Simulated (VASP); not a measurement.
# Mo (Pm-3m) in VASP: notebook

Mo is run at these levels: LDA; tasks: relaxation of cell and atoms, single point.

All numbers are computed with VASP 6.6.1; they aren't measurements. Logs are shortened: lines on timing, memory, paths and dates and some standing lists are left out, and cuts for length are marked.

### 1 The cell of the first run

Symmetry: Pm-3m, No. 221, cubic system. Conventional cell: a = 2.563 Å, b = 2.563 Å, c = 2.563 Å, α = 90.00°, β = 90.00°, γ = 90.00°. Mo (site symmetry m-3m) has 6 Mo at 2.56 Å within 3.4 Å.

### 2 Relaxation of cell and atoms, LDA

The input, INCAR:

```
  ALGO = Normal
  EDIFF = 1E-6
  EDIFFG = -0.01
  ENCUT = 600
  GGA = CA
  IBRION = 2
  ISIF = 3
  ISMEAR = -1
  LASPH = True
  LCHARG = False
  LREAL = False
  LWAVE = False
  NELM = 60
  NSW = 80
  PREC = Accurate
  SIGMA = 0.1
```

The input, KPOINTS:

```
k-points
0
Gamma
  12 12 12
```

The input, POSCAR:

```
Mo
1.0
    2.5629259694      0.0000000000      0.0000000000
    0.0000000000      2.5629259694      0.0000000000
    0.0000000000      0.0000000000      2.5629259694
Mo
1
Direct
    0.0000000000      0.0000000000      0.0000000000
```

Potentials or basis: VASP PAW LDA potentials, release 64 (Mo_sv).

Launch:

```sh
$ cat potpaw_LDA.64/Mo_sv/POTCAR > POTCAR
$ mpirun -np 1 vasp_std > vasp.out
```

OUTCAR:

```text
EDIFF = 1E-6
   EDIFFG = -0.01
   ENCUT = 600
   GGA = CA
   IBRION = 2
   ISIF = 3
   ISMEAR = -1
   LASPH = True
   LREAL = False
   NELM = 60
   NSW = 80
   PREC = Accurate

 ion  position               nearest neighbor table
   1  0.000  0.000  0.000-

  LATTYP: Found a simple cubic cell.
 ALAT       =     2.5629259694

  Lattice vectors:

 A1 = (   2.5629259694,   0.0000000000,   0.0000000000)
 A2 = (   0.0000000000,   2.5629259694,   0.0000000000)
 A3 = (   0.0000000000,   0.0000000000,   2.5629259694)

Analysis of symmetry for initial positions (statically):
=====================================================================
 Subroutine PRICEL returns:
 Original cell was already a primitive cell.

 Routine SETGRP: Setting up the symmetry group for a
 simple cubic supercell.

 Subroutine GETGRP returns: Found 48 space group operations
 (whereof 48 operations were pure point group operations)
 out of a pool of 48 trial point group operations.

The static configuration has the point symmetry O_h .

Analysis of symmetry for dynamics (positions and initial velocities):
=====================================================================
 Subroutine PRICEL returns:
 Original cell was already a primitive cell.

 Routine SETGRP: Setting up the symmetry group for a
 simple cubic supercell.

 Subroutine GETGRP returns: Found 48 space group operations
 (whereof 48 operations were pure point group operations)
 out of a pool of 48 trial point group operations.

The dynamic configuration has the point symmetry O_h .

 Subroutine INISYM returns: Found 48 space group operations
 (whereof 48 operations are pure point group operations),
 and found     1 'primitive' translations

----------------------------------------------------------------------------------------

                                     Primitive cell

  volume of cell :      16.8348

  direct lattice vectors                    reciprocal lattice vectors
     2.562925969  0.000000000  0.000000000     0.390179042  0.000000000  0.000000000
     0.000000000  2.562925969  0.000000000     0.000000000  0.390179042  0.000000000
     0.000000000  0.000000000  2.562925969     0.000000000  0.000000000  0.390179042

  length of vectors
     2.562925969  2.562925969  2.562925969     0.390179042  0.390179042  0.390179042

  position of ions in fractional coordinates (direct lattice)
     0.000000000  0.000000000  0.000000000

[... 92 lines left out ...]
   IALGO  =     38    algorithm
   IMIX   =      4    mixing-type and parameters
     AMIX     =   0.40;   BMIX     =  1.00
     AMIX_MAG =   1.60;   BMIX_MAG =  1.00
  volume/ion in A,a.u.               =      16.83       113.61
  Fermi-wavevector in a.u.,A,eV,Ry     =   1.539506  2.909245 32.246888  2.370079
  Thomas-Fermi vector in A             =   2.645724
   LORBIT       =      0    0 simple, 1 ext, 2 COOP (PROOUT), +10 PAW based schemes
   GGA     = CA    functional components
   LHFCALC =     F    Hartree Fock is set to
   AEXX    =    0.0000 exact exchange contribution
   IVDW    =     0    specifies the selected vdW correction
   LEPSILON=     F    determine dielectric tensor
   LRPA    =     F    only Hartree local field effects (RPA)
 conjugate gradient relaxation of ions
 non-spin polarized calculation
  energy-cutoff  :      600.00
  volume of cell :       16.83
 maximum number of plane-waves:       587
   NGX = 11   NGY = 11   NGZ = 11

--------------------------------------- Ionic step        1  -------------------------------------------

 number of electron      13.9999995 magnetization

 Free energy of the ion-electron system (eV)
  ---------------------------------------------------
  ext. energy  EPLUGINS =         0.00000000
  ---------------------------------------------------
  free energy    TOTEN  =       -10.96906894 eV

  energy without entropy =      -10.93359678  energy(sigma->0) =      -10.95133286

------------------------ aborting loop because EDIFF is reached ----------------------------------------

  FORCE on cell =-STRESS in cart. coord.  units (eV):
  Direction    XX          YY          ZZ          XY          YZ          ZX
  --------------------------------------------------------------------------------------
  -------------------------------------------------------------------------------------
  Total       -0.0379936     -0.0379936     -0.0379936      0.0000000     -0.0000000     -0.0000000
  in kB       -3.6158665     -3.6158665     -3.6158665      0.0000000     -0.0000000     -0.0000000
  external PRESSURE =      -3.6158665 kB  Pullay stress =       0.0000000 kB
[... 57 lines left out ...]
--------------------------------------- Ionic step        3  -------------------------------------------

 number of electron      13.9999995 magnetization

 Free energy of the ion-electron system (eV)
  ---------------------------------------------------
  ext. energy  EPLUGINS =         0.00000000
  ---------------------------------------------------
  free energy    TOTEN  =       -10.96909922 eV

  energy without entropy =      -10.93358181  energy(sigma->0) =      -10.95134051

 E-fermi :  11.1350     XC(G=0): -13.0556

 val. band max:       11.0828154466   @ k =   0.5000   0.2500   0.0000
 cond. band min:      11.1364727327   @ k =   0.4167   0.3333   0.1667
 fundamental gap:      0.0536572861
 Fermi energy:        11.1350216403

 k-point     1 :       0.0000    0.0000    0.0000
  band No.  band energies     occupation
      1     -49.5965      2.00000
      2     -22.9326      2.00000
      3     -22.9326      2.00000
      4     -22.9326      2.00000
      5       4.5802      2.00000
      6       6.8013      2.00000
      7       6.8013      2.00000
      8      15.2618      0.00000
      9      15.2618      0.00000
     10      15.2618      0.00000
     11      26.9958      0.00000
[... 309 lines left out ...]
 k-point    24 :       0.4167    0.3333    0.0000
  band No.  band energies     occupation
      1     -49.2033      2.00000
      2     -24.3439      2.00000
      3     -24.0176      2.00000
      4     -22.6705      2.00000
      5       6.5396      2.00000
      6       8.4427      2.00000
      7      12.4921      0.00000
      8      13.1212      0.00000
      9      13.1355      0.00000
     10      15.3180      0.00000
     11      20.5116      0.00000

 [... further k-points ...]

------------------------ aborting loop because EDIFF is reached ----------------------------------------

  FORCE on cell =-STRESS in cart. coord.  units (eV):
  Direction    XX          YY          ZZ          XY          YZ          ZX
  --------------------------------------------------------------------------------------
  -------------------------------------------------------------------------------------
  Total        0.0008843      0.0008843      0.0008843      0.0000000      0.0000000     -0.0000000
  in kB        0.0842967      0.0842967      0.0842967      0.0000000      0.0000000     -0.0000000
  external PRESSURE =       0.0842967 kB  Pullay stress =       0.0000000 kB
[... 16 lines left out ...]
  FREE ENERGIE OF THE ION-ELECTRON SYSTEM (eV)
  ---------------------------------------------------
  free  energy   TOTEN  =       -10.9690992212 eV

  energy  without entropy=      -10.9335818070  energy(sigma->0) =      -10.95134051

 reached required accuracy - stopping structural energy minimisation
```

OSZICAR:

```text
N       E                     dE             d eps       ncg     rms          rms(c)
DAV:   1     0.109712979112E+03    0.10971E+03   -0.86550E+03  1851   0.143E+03
DAV:   2    -0.968578135932E+01   -0.11940E+03   -0.11509E+03  1962   0.376E+02
[... 16 lines left out ...]
   2 F= -.10968929E+02 E0= -.10951112E+02  d E =0.139588E-03
       N       E                     dE             d eps       ncg     rms          rms(c)
DAV:   1    -0.109720356446E+02   -0.31066E-02   -0.69679E-02  1884   0.386E+00    0.622E-01
DAV:   2    -0.109692034229E+02    0.28322E-02   -0.62829E-03  1878   0.105E+00    0.884E-02
DAV:   3    -0.109690678586E+02    0.13556E-03   -0.69166E-04  1899   0.337E-01    0.900E-02
DAV:   4    -0.109690993730E+02   -0.31514E-04   -0.24100E-05  1881   0.471E-02    0.355E-03
DAV:   5    -0.109690992212E+02    0.15177E-06   -0.12019E-06  1052   0.147E-02
   3 F= -.10969099E+02 E0= -.10951341E+02  d E =-.302772E-04
```

CONTCAR:

```text
Mo
   1.00000000000000
     2.5615554040528132   -0.0000000000000000   -0.0000000000000000
     0.0000000000000000    2.5615554040528132    0.0000000000000000
    -0.0000000000000000   -0.0000000000000000    2.5615554040528132
  Mo
     1
Direct
     0.0000000000000000    0.0000000000000000    0.0000000000000000

  0.00000000E+00  0.00000000E+00  0.00000000E+00
```

Wall time 23 s (1 thread of Intel Xeon Platinum 8259CL at 2.50GHz (Skylake/Cascade Lake), shared host); peak memory 0.13 GiB.

What came out:

- Free energy: -10.9691 eV
- Relaxed volume: 16.81 Å³/atom
- Relaxed cell: a = 2.562 Å, b = 2.562 Å, c = 2.562 Å, α = 90.00°, β = 90.00°, γ = 90.00°
- Space group after relaxing (to 0.05 Å): Pm-3m (No. 221)
- Energy gained by relaxing: 0.0 meV/atom
- Ionic steps: 3
- Pressure after relaxing: 0.0 GPa
- Band gap on the k mesh: zero (band 7 reaches 12.60 eV, above the bottom of band 8 at 10.26 eV)

Final structure:
```cif
data_structure
_symmetry_space_group_name_H-M 'P 1'
_symmetry_Int_Tables_number 1
_cell_length_a 2.5616
_cell_length_b 2.5616
_cell_length_c 2.5616
_cell_angle_alpha 90.000
_cell_angle_beta 90.000
_cell_angle_gamma 90.000
_cell_volume 16.81
loop_
_atom_site_label
_atom_site_type_symbol
_atom_site_fract_x
_atom_site_fract_y
_atom_site_fract_z
_atom_site_occupancy
Mo1 Mo 0.00000 0.00000 0.00000 1
```

Levels at points of the mesh, in eV from the Fermi level:
```csv
k point,band 3,band 4,band 5,band 6,band 7,band 8,band 9,band 10,band 11
"(0.00, 0.00, 0.00)",-34.07,-34.07,-6.55,-4.33,-4.33,4.13,4.13,4.13,15.86
"(0.50, 0.00, 0.00)",-33.91,-33.91,-3.51,-3.39,0.25,0.68,0.68,4.48,9.75
"(0.50, 0.50, 0.00)",-35.52,-33.76,-5.60,-2.27,1.38,1.38,6.10,6.10,6.58
"(0.50, 0.50, 0.50)",-35.29,-35.29,-3.95,-3.95,-3.95,6.83,6.83,7.76,13.40
```

### 3 Single point, LDA, non-collinear spin, zero start, spin-orbit coupling

This run uses another cell than the first one, of 16.74 Å³/atom, 0.994 times its volume.

The input, INCAR:

```
SYSTEM = Mo
PREC     = Accurate       ! precision mode
ENCUT    = 520            ! plane-wave cutoff, eV
EDIFF    = 1E-7           ! SCF threshold, eV
ISMEAR   = -1             ! smearing method
SIGMA    = 0.1            ! smearing width, eV
LREAL    = .False.        ! projectors in reciprocal space
LASPH    = .True.         ! aspherical terms in the spheres
NELM     = 150            ! most SCF steps
ALGO     = Normal         ! electronic algorithm
ISIF     = 2              ! what is computed and relaxed
LWAVE    = .False.        ! write WAVECAR
LCHARG   = .False.        ! write CHGCAR
LNONCOLLINEAR= .True.         ! non-collinear magnetism
MAGMOM   = 0 0 0          ! initial moments
LORBIT   = 11             ! projections on sites
LSORBIT  = .True.         ! spin-orbit coupling
GGA_COMPAT= .False.      
LORBMOM  = .True.       
LMAXMIX  = 4              ! l up to which the mixer works
GGA      = CA             ! functional
NBANDS   = 25             ! bands
```

The input, KPOINTS:

```
regular mesh
0
Gamma
  12 12 12
  0 0 0
```

The input, POSCAR:

```
Mo
1.0
    2.5578741124      0.0000000000      0.0000000000
    0.0000000000      2.5578741124      0.0000000000
    0.0000000000      0.0000000000      2.5578741124
Mo
1
Direct
    0.0000000000      0.0000000000      0.0000000000
```

Potentials or basis: VASP PAW LDA potentials, release 64 (Mo_sv).

Launch:

```sh
$ cat potpaw_LDA.64/Mo_sv/POTCAR > POTCAR
$ mpirun -np 1 vasp_ncl > vasp.out
```

Run time: 55 s. Hardware: 1 thread of Intel Xeon Platinum 8259CL at 2.50GHz (Skylake/Cascade Lake), shared host; peak memory 0.17 GiB.

The run converged. Its results:

| Item | Value |
| --- | --- |
| Free energy | -11.0766 eV |
| Pressure | 1.0 GPa |
| Net moment | 0.00 μB per cell |
| Valence electrons inside the program's atomic spheres | Mo 12.71 |

Moments on the atoms (μB; x, y, z):
```
Mo  0.00 0.00 0.00
```
